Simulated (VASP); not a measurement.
Runs of VASP 6.6.1 on NaH. The structure is that of space group Fm-3m (No. 225), or close to it. The cells are those of the table. 

```tsv
level	cell	k mesh	smearing	gap on the mesh (eV)	pressure (GPa)
PBE	a = 3.425 Å, angles 60.0°, 2 atoms	10 × 10 × 10	fermi-dirac 0.02 eV	3.77	-0.2
r2SCAN	a = 3.391 Å, angles 60.0°, 2 atoms	10 × 10 × 10	gaussian 0.01 eV	4.43	(a)
PBE	a = 3.425 Å, angles 60.0°, 2 atoms	6 × 6 × 6	gaussian 0.01 eV	3.79	-0.2
PBE	a = 3.390 Å, angles 59.7°, 2 atoms	6 × 6 × 6	gaussian 0.01 eV	3.82	0.7
r2SCAN	a = 3.425 Å, angles 60.0°, 2 atoms	10 × 10 × 10	gaussian 0.01 eV	4.37	(b)
PBE	a = 3.391 Å, angles 60.0°, 2 atoms	10 × 10 × 10	fermi-dirac 0.02 eV	3.82	0.5
PBE	a = 3.391 Å, angles 60.0°, 2 atoms	6 × 6 × 6	gaussian 0.01 eV	3.85	0.5
PBE	a = 3.391, b = 3.391, c = 3.382 Å, angles 60.1, 60.1, 60.2°, 2 atoms	6 × 6 × 6	gaussian 0.01 eV	3.83	0.5
```

Alike in all rows: task single point; potentials or basis VASP PAW PBE potentials, release 64 (Na_pv, H); no spin polarisation; cutoff (eV) 520.

Estimate the missing entries.

(a) -0.3; (b) -0.8.

Caveats: the PAW data sets were made with another functional, which shifts forces and pressure a little (at least some runs).

A k mesh can miss the band edges.
